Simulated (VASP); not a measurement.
Write the native input for VASP 6.6.1 that does the following.

| Quantity | Value |
| --- | --- |
| Task | single point |
| Functional | PBE |
| Potentials or basis | VASP PAW PBE potentials, release 64 (N, Ti_sv, H) |
| Cutoff | 520 eV |
| k mesh | 9 × 9 × 1 |
| Occupations | gaussian, width 0.1 eV |
| Spin | no spin polarisation |
| Dipole correction | yes |
| Further INCAR settings | ALGO = Normal; EDIFF = 1e-06; NBANDS = 35 |

The structure of Ti3HN3 lies in POSCAR:

```
Ti3HN3
1.0
    3.0028555063      0.0000000000      0.0000000000
   -1.5014277532      2.6005491524      0.0000000000
    0.0000000000      0.0000000000     21.5541471692
N Ti H
3 3 1
Direct
    0.3333333333      0.6666666666      0.1855791356
    0.0000000000      0.0000000000      0.2993308528
    0.6666666667      0.3333333333      0.4147299344
    0.6666666667      0.3333333333      0.2424549943
    0.3333333333      0.6666666666      0.3575097830
    0.0000000000      0.0000000000      0.4664599852
    0.0000000000      0.5000000000      0.5221458614
```

These files were run (other wordings do the same):

INCAR

```
ALGO = Normal
DIPOL = 0.5 0.5 0.355
EDIFF = 1E-6
ENCUT = 520
GGA = PE
IDIPOL = 3
ISIF = 2
ISMEAR = 0
LASPH = True
LCHARG = True
LDIPOL = True
LELF = True
LREAL = False
LVACPOTAV = True
LVHAR = True
LWAVE = False
NBANDS = 35
NELM = 80
PREC = Accurate
SIGMA = 0.1
```

KPOINTS

```
k-points
0
Gamma
  9 9 1
```

Potentials or basis: VASP PAW PBE potentials, release 64 (N, Ti_sv, H).

Run with:

```bash
$ cat potpaw_PBE.64/N/POTCAR potpaw_PBE.64/Ti_sv/POTCAR potpaw_PBE.64/H/POTCAR > POTCAR
$ mpirun -np 1 vasp_std > vasp.out
```

It gave:

```yaml
Largest_force: 5.518 eV/Å
Band_gap_on_the_k_mesh: zero (band 26 reaches -0.28 eV, above the bottom of band 27 at -0.57 eV)
```

Run time: 2.3 min on 1 thread of Intel(R) Xeon(R) 6975P-C (Granite Rapids) (shared host), peak memory 0.36 GiB.
